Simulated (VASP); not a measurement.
## NaH: single point with LDA

The system is NaH.

```
CELL_PARAMETERS angstrom
0.00000 2.34425 2.34425
2.34425 0.00000 2.34425
2.34425 2.34425 0.00000
ATOMIC_POSITIONS crystal
Na 0.00000 0.00000 0.00000
H 0.50000 0.50000 0.50000
```

```
Program             : VASP 6.6.1
Task                : single point
Functional          : LDA
Potentials or basis : VASP PAW LDA potentials, release 64 (Na_pv, H)
Cutoff              : 520 eV
k mesh              : 8 × 8 × 8
Occupations         : fermi-dirac, width 0.02 eV
Spin                : no spin polarisation
```

```yaml
Pressure: 0.0 GPa
Band_gap_on_the_k_mesh: 3.55 eV, indirect (least direct gap 4.51 eV)
```

Levels at points of the mesh, in eV from the valence-band top:
```
           k point  band 1  band 2  band 3  band 4  band 5  band 6  band 7  band 8
(0.00, 0.00, 0.00)  -22.03  -22.03  -22.03   -4.06   11.21   15.85   15.85   15.85
(0.50, 0.00, 0.00)  -22.16  -22.04  -22.04   -0.96    3.55   11.21   13.63   13.63
(0.50, 0.50, 0.00)  -22.15  -22.07  -22.07   -0.22    4.47    9.99   10.89   10.89
```

Wall time 7.5 s on 1 thread of Intel Xeon 6975P-C, on a shared host, peak memory 0.14 GiB.

A k mesh can miss the band edges. A hybrid or GW would open this gap; LDA tends to underestimate it.
